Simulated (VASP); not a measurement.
# B (Fd-3m) in VASP: further runs, part 3 of 3

VASP 6.6.1. The steps go on from the part before.

## Step 5: Single point, LDA (volume scaled by 1.08)

INCAR

```
SYSTEM = B
  ALGO = Normal
  EDIFF = 1E-6
  ENCUT = 520
  ISIF = 2
  ISMEAR = -1
  LASPH = .TRUE.
  LCHARG = .FALSE.
  LREAL = .FALSE.
  LWAVE = .FALSE.
  NBANDS = 10
  NELM = 60
  PREC = Accurate
  SIGMA = 0.1
```

KPOINTS

```
k-points
0
G
  15 15 15
  0 0 0
```

POSCAR

```
B
1.0
    0.0000000000      2.0534685046      2.0534685046
    2.0534685046      0.0000000000      2.0534685046
    2.0534685046      2.0534685046      0.0000000000
B
2
Direct
    0.1250000000      0.1250000000      0.1250000000
    0.8750000000      0.8750000000      0.8750000000
```

Potentials or basis: VASP PAW LDA potentials, release 64 (B).

Run with:

```bash
> cat potpaw_LDA.64/B/POTCAR > POTCAR
> mpirun -np 1 vasp_std > vasp.out
```

OUTCAR:

```text
SYSTEM = B
   EDIFF = 1E-6
   ENCUT = 520
   ISIF = 2
   ISMEAR = -1
   LASPH = .TRUE.
   LREAL = .FALSE.
   NELM = 60
   PREC = Accurate

 ion  position               nearest neighbor table
   1  0.125  0.125  0.125-   2 1.78   2 1.78   2 1.78   2 1.78
   2  0.875  0.875  0.875-   1 1.78   1 1.78   1 1.78   1 1.78

  LATTYP: Found a face centered cubic cell.
 ALAT       =     4.1069370092

  Lattice vectors:

 A1 = (   0.0000000000,   2.0534685046,   2.0534685046)
 A2 = (   2.0534685046,   0.0000000000,   2.0534685046)
 A3 = (   2.0534685046,   2.0534685046,   0.0000000000)

Analysis of symmetry for initial positions (statically):
=====================================================================
 Subroutine PRICEL returns:
 Original cell was already a primitive cell.

 Routine SETGRP: Setting up the symmetry group for a
 face centered cubic supercell.

 Subroutine GETGRP returns: Found 48 space group operations
 (whereof 12 operations were pure point group operations)
 out of a pool of 48 trial point group operations.

The static configuration has the point symmetry D_3d.
 The point group associated with its full space group is O_h .

Analysis of symmetry for dynamics (positions and initial velocities):
=====================================================================
 Subroutine PRICEL returns:
 Original cell was already a primitive cell.

 Routine SETGRP: Setting up the symmetry group for a
 face centered cubic supercell.

 Subroutine GETGRP returns: Found 48 space group operations
 (whereof 12 operations were pure point group operations)
 out of a pool of 48 trial point group operations.

The dynamic configuration has the point symmetry D_3d.
 The point group associated with its full space group is O_h .

 Subroutine INISYM returns: Found 48 space group operations
 (whereof 12 operations are pure point group operations),
 and found     1 'primitive' translations

----------------------------------------------------------------------------------------

                                     Primitive cell

  volume of cell :      17.3179

  direct lattice vectors                    reciprocal lattice vectors
     0.000000000  2.053468505  2.053468505    -0.243490464  0.243490464  0.243490464
     2.053468505  0.000000000  2.053468505     0.243490464 -0.243490464  0.243490464
     2.053468505  2.053468505  0.000000000     0.243490464  0.243490464 -0.243490464

  length of vectors
     2.904043009  2.904043009  2.904043009     0.421737856  0.421737856  0.421737856

  position of ions in fractional coordinates (direct lattice)
     0.125000000  0.125000000  0.125000000
     0.875000000  0.875000000  0.875000000

  ion indices of the primitive-cell ions
   primitive index   ion index
                 1           1
                 2           2

----------------------------------------------------------------------------------------

 KPOINTS: k-points

Automatic generation of k-mesh.
 Grid dimensions read from file:
 generate k-points for:   15   15   15

 Generating k-lattice:

  Cartesian coordinates                     Fractional coordinates (reciprocal lattice)
    -0.016232698  0.016232698  0.016232698     0.066666667  0.000000000  0.000000000
     0.016232698 -0.016232698  0.016232698     0.000000000  0.066666667  0.000000000
     0.016232698  0.016232698 -0.016232698     0.000000000  0.000000000  0.066666667

  Length of vectors
     0.028115857  0.028115857  0.028115857

  Shift w.r.t. Gamma in fractional coordinates (k-lattice)
     0.000000000  0.000000000  0.000000000

 Subroutine IBZKPT returns following result:
 ===========================================

 Found    120 irreducible k-points:

 Following reciprocal coordinates:
            Coordinates               Weight
  0.000000  0.000000  0.000000      1.000000
  0.066667  0.000000  0.000000      8.000000
  0.133333  0.000000  0.000000      8.000000
  0.200000  0.000000  0.000000      8.000000
  0.266667  0.000000  0.000000      8.000000
  0.333333  0.000000  0.000000      8.000000
[... 16 lines left out ...]
  0.133333  0.133333  0.000000      6.000000
  0.200000  0.133333  0.000000     24.000000
 [... further k-points ...]
   k-points           NKPTS =    120   k-points in BZ     NKDIM =    120   number of bands    NBANDS=     10
   number of dos      NEDOS =    301   number of ions     NIONS =      2
   total plane-waves  NPLWV =  13824
   dimension x,y,z NGX =    24 NGY =   24 NGZ =   24
   dimension x,y,z NGXF=    48 NGYF=   48 NGZF=   48
   ions per type =               2
   NGX,Y,Z   is equivalent  to a cutoff of  13.74, 13.74, 13.74 a.u.
   NGXF,Y,Z  is equivalent  to a cutoff of  27.48, 27.48, 27.48 a.u.
 SYSTEM =  B
   PREC   = accura    normal or accurate (medium, high low for compatibility)
   ISTART =      0    job   : 0-new  1-cont  2-samecut
   ICHARG =      2    charge: 1-file 2-atom 10-const
   ISPIN  =      1    spin polarized calculation?
   LNONCOLLINEAR =      F non collinear calculations
   LSORBIT =      F    spin-orbit coupling
   LASPH  =      T    aspherical Exc in radial PAW
   ENCUT  =  520.0 eV  38.22 Ry    6.18 a.u.   5.40  5.40  5.40*2*pi/ulx,y,z
   NELM   =     60;   NELMIN=  2; NELMDL= -5     # of ELM steps
   EDIFF  = 0.1E-05   stopping-criterion for ELM
   LREAL  =      F    real-space projection
   EDIFFG = 0.1E-04   stopping-criterion for IOM
   NSW    =      0    number of steps for IOM
   IBRION =     -1    ionic relax: 0-MD 1-quasi-New 2-CG
   NFREE  =      0    steps in history (QN), initial steepest desc. (CG)
   ISIF   =      2    stress and relaxation
   ISYM   =      2    0-nonsym 1-usesym 2-fastsym
   POTIM  = 0.5000    time-step for ionic-motion
   TEBEG  =    0.0;   TEEND  =   0.0 temperature during run
   PSTRESS=    0.0 pullay stress
   NELECT =       6.0000    total number of electrons
   NUPDOWN=      -1.0000    fix difference up-down
   EMIN   =  10.00;   EMAX   =-10.00  energy-range for DOS
   EFERMI =   0.00;   METHOD = LEGACY
   ISMEAR =    -1;   SIGMA  =   0.10  broadening in eV -4-tet -1-fermi 0-gaus
   EFERMI_NEDOS =   21; number of points for ismear=-14 and -15
   IALGO  =     38    algorithm
   IMIX   =      4    mixing-type and parameters
     AMIX     =   0.40;   BMIX     =  1.00
     AMIX_MAG =   1.60;   BMIX_MAG =  1.00
  volume/ion in A,a.u.               =       8.66        58.43
  Fermi-wavevector in a.u.,A,eV,Ry     =   1.149813  2.172831 17.987853  1.322070
  Thomas-Fermi vector in A             =   2.286480
   LORBIT       =      0    0 simple, 1 ext, 2 COOP (PROOUT), +10 PAW based schemes
   GGA     = CA    functional components
   LHFCALC =     F    Hartree Fock is set to
   AEXX    =    0.0000 exact exchange contribution
   IVDW    =     0    specifies the selected vdW correction
   LEPSILON=     F    determine dielectric tensor
   LRPA    =     F    only Hartree local field effects (RPA)
 non-spin polarized calculation
  energy-cutoff  :      520.00
  volume of cell :       17.32
 maximum number of plane-waves:       489
 NGX is ok and might be reduce to    24
   NGX = 11   NGY = 11   NGZ = 11

 number of electron       6.0000000 magnetization

 Free energy of the ion-electron system (eV)
  ---------------------------------------------------
  ext. energy  EPLUGINS =         0.00000000
  ---------------------------------------------------
  free energy    TOTEN  =       -12.88471607 eV

  energy without entropy =      -12.85368703  energy(sigma->0) =      -12.86920155

 E-fermi :   3.5166     XC(G=0): -11.1540

 val. band max:        3.5115643854   @ k =  -0.4000   0.2667   0.0667
 cond. band min:       3.5443431550   @ k =   0.2000   0.0000   0.0000
 fundamental gap:      0.0327787695
 Fermi energy:         3.5166090255

 k-point     1 :       0.0000    0.0000    0.0000
  band No.  band energies     occupation
      1      -8.9410      2.00000
      2       7.3692      0.00000
      3       7.3692      0.00000
      4       7.3692      0.00000
      5      11.4344      0.00000
      6      11.4344      0.00000
      7      11.4344      0.00000
      8      19.3072      0.00000
      9      21.6372      0.00000
     10      26.1345      0.00000
[... 287 lines left out ...]
 k-point    24 :       0.2000    0.1333    0.0000
  band No.  band energies     occupation
      1      -8.1030      2.00000
      2       4.6372      0.00003
      3       5.2618      0.00000
      4       6.0519      0.00000
      5      11.1969      0.00000
      6      14.2458      0.00000
      7      14.2706      0.00000
      8      17.3483      0.00000
      9      22.5889      0.00000
     10      22.8863      0.00000

 [... further k-points ...]
[... 5 lines left out ...]
  --------------------------------------------------------------------------------------
  -------------------------------------------------------------------------------------
  Total       -1.3698114     -1.3698114     -1.3698114     -0.0000000      0.0000000     -0.0000000
  in kB     -126.7293578   -126.7293578   -126.7293578     -0.0000000      0.0000000     -0.0000000
  external PRESSURE =    -126.7293578 kB  Pullay stress =       0.0000000 kB

 VOLUME and BASIS-vectors are now :
 -----------------------------------------------------------------------------
  energy-cutoff  :      520.00
  volume of cell :       17.32
      direct lattice vectors                 reciprocal lattice vectors
     0.000000000  2.053468505  2.053468505    -0.243490464  0.243490464  0.243490464
     2.053468505  0.000000000  2.053468505     0.243490464 -0.243490464  0.243490464
     2.053468505  2.053468505  0.000000000     0.243490464  0.243490464 -0.243490464

 POSITION                                       TOTAL-FORCE (eV/Angst)
 -----------------------------------------------------------------------------------
      0.51337      0.51337      0.51337        -0.000000      0.000000      0.000000
      3.59357      3.59357      3.59357         0.000000     -0.000000     -0.000000
 -----------------------------------------------------------------------------------
    total drift:                                0.000000      0.000000      0.000000

  FREE ENERGIE OF THE ION-ELECTRON SYSTEM (eV)
  ---------------------------------------------------
  free  energy   TOTEN  =       -12.8847160680 eV

  energy  without entropy=      -12.8536870340  energy(sigma->0) =      -12.86920155
```

It took 18 s on 1 thread of Intel Xeon 8259CL, shared host; peak memory 0.13 GiB.

What came out:

| Property | Result |
| --- | --- |
| Free energy | -12.8847 eV |
| Pressure | -12.7 GPa |
| Band gap on the k mesh | zero (band 3 reaches 7.37 eV, above the bottom of band 4 at 0.99 eV) |

Levels at points of the mesh, in eV from the Fermi level:
```csv
k point,band 1,band 2,band 3,band 4,band 5,band 6,band 7
"(0.00, 0.00, 0.00)",-12.46,3.85,3.85,3.85,7.92,7.92,7.92
```

## Step 6: Single point, LDA (volume scaled by 1.12)

INCAR

```
SYSTEM = B
ALGO     = Normal         ! electronic algorithm
EDIFF    = 1E-6           ! SCF threshold, eV
ENCUT    = 520            ! plane-wave cutoff, eV
ISIF     = 2              ! what is computed and relaxed
ISMEAR   = -1             ! smearing method
LASPH    = .True.         ! aspherical terms in the spheres
LCHARG   = .False.        ! write CHGCAR
LREAL    = .False.        ! projectors in reciprocal space
LWAVE    = .False.        ! write WAVECAR
NBANDS   = 10             ! bands
NELM     = 100            ! most SCF steps
PREC     = Accurate       ! precision mode
SIGMA    = 0.1            ! smearing width, eV
```

KPOINTS

```
k-points
0
Gamma
  15 15 15
  0 0 0
```

POSCAR

```
B
1.0
    0.0000000000      2.0785132717      2.0785132717
    2.0785132717      0.0000000000      2.0785132717
    2.0785132717      2.0785132717      0.0000000000
B
2
Direct
    0.1250000000      0.1250000000      0.1250000000
    0.8750000000      0.8750000000      0.8750000000
```

Potentials or basis: VASP PAW LDA potentials, release 64 (B).

Run with:

```bash
> cat potpaw_LDA.64/B/POTCAR > POTCAR
> mpirun -np 1 vasp_std > vasp.out
```

Run time: 19 s. Hardware: 1 thread of Intel Xeon 8259CL, shared host; peak memory 0.13 GiB.

It converged, with:

```
Free energy            : -12.8242 eV
Pressure               : -17.6 GPa
Band gap on the k mesh : zero (band 3 reaches 6.98 eV, above the bottom of band 4 at 0.83 eV)
```

Levels at points of the mesh, in eV from the Fermi level:
| k point | band 1 | band 2 | band 3 | band 4 | band 5 | band 6 | band 7 |
| --- | --- | --- | --- | --- | --- | --- | --- |
| (0.00, 0.00, 0.00) | -12.21 | 3.73 | 3.73 | 3.73 | 7.73 | 7.73 | 7.73 |

## Step 7: The runs side by side

```csv
cell,gap on the mesh (eV),pressure (GPa)
"a = 2.792 Å, angles 60.0°, 2 atoms",none,8.5
"a = 2.830 Å, angles 60.0°, 2 atoms",none,0.2
"a = 2.868 Å, angles 60.0°, 2 atoms",none,-6.8
"a = 2.904 Å, angles 60.0°, 2 atoms",none,-12.7
"a = 2.939 Å, angles 60.0°, 2 atoms",none,-17.6
```

Alike in all rows: task single point; level LDA; potentials or basis VASP PAW LDA potentials, release 64 (B); no spin polarisation; k mesh 15 × 15 × 15; cutoff (eV) 520; smearing fermi-dirac 0.1 eV.

Absolute energies hang on the potentials; compare differences alone.
